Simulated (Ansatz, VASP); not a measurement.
## Two plane-wave programs on TiAl3

Contents of INCAR:

```
PREC = Accurate
ENCUT = 520
EDIFF = 1E-7
ISMEAR = 0
SIGMA = 0.15
LREAL = False
LASPH = True
NELM = 100
ALGO = Fast
ISIF = 2
LWAVE = False
LCHARG = False
GGA = PS
NBANDS = 18
```

The input KPOINTS:

```
regular mesh
0
Gamma
  14 14 14
```

The input POSCAR:

```
TiAl3
1.0
   -1.9743358609      1.9743358609      3.9772072446
    1.9743358609     -1.9743358609      3.9772072446
    1.9743358609      1.9743358609     -3.9772072446
Ti Al
1 3
Direct
    0.0000000000      0.0000000000      0.0000000000
    0.5000000000      0.5000000000      0.0000000000
    0.7500000000      0.2302628566      0.4802628566
    0.2500000000      0.7697371434      0.5197371434
```

Input for Ansatz:

```yaml
crystal:
  lattice:
    - [-1.9743358609, 1.9743358609, 3.9772072446]
    - [1.9743358609, -1.9743358609, 3.9772072446]
    - [1.9743358609, 1.9743358609, -3.9772072446]
  atoms:
    - { symbol: Ti, position: [0.0, 0.0, 0.0] }
    - { symbol: Al, position: [0.5, 0.5, 0.0] }
    - { symbol: Al, position: [0.75, 0.2302628566, 0.4802628566] }
    - { symbol: Al, position: [0.25, 0.7697371434, 0.5197371434] }
basis:
  ecutwfc: 520.0
kpoints:
  mp_grid: { grid: [14, 14, 14] }
hamiltonian:
  xc: pbesol
  pseudopotentials: { kind: paw, azcp: { folder: soft_1 } }
scf:
  occupations: { method: gaussian, width: 0.15 }
output:
  forces: true
  stress: true
  eigenvalues: true
```

Change from the starting cell: mode 9 frozen in at -0.075 Å, strain +e along z and -e/2 along x and y -0.0700.

Alike in both runs: task single point; functional PBEsol; k mesh 14 × 14 × 14; occupations gaussian, width 0.15 eV; no spin polarisation.

```csv
,VASP,Ansatz
version,VASP 6.6.1,Ansatz 0.2.0
potentials or method,"VASP PAW PBE potentials, release 64 (Ti_sv, Al), cutoff 520 eV","scalar-relativistic, plane waves, PAW"
valence electrons in the cell,21,21
```

Ansatz gave:

- gap on the k mesh at the Fermi level (eV): none
- pressure (GPa): 1.3
- traceless stress, the component that is largest in VASP (GPa): 11.06
- rms of the force components (eV/Å): 0.282

**Question.** Which values does VASP return?

**Answer.** gap on the k mesh at the Fermi level (eV): none; pressure (GPa): 1.4; traceless stress, the component that is largest in VASP (GPa): 11.05; rms of the force components (eV/Å): 0.284.

VASP's potentials were made for PBE, not for PBEsol, and Ansatz warns of the same on its side. Atom by atom the forces differ by 0.002 eV/Å (rms over components). A gap of «none» marks a metal or a gap that the smearing closes. With one functional, cell and mesh, what is left measures potentials, basis and numerics.
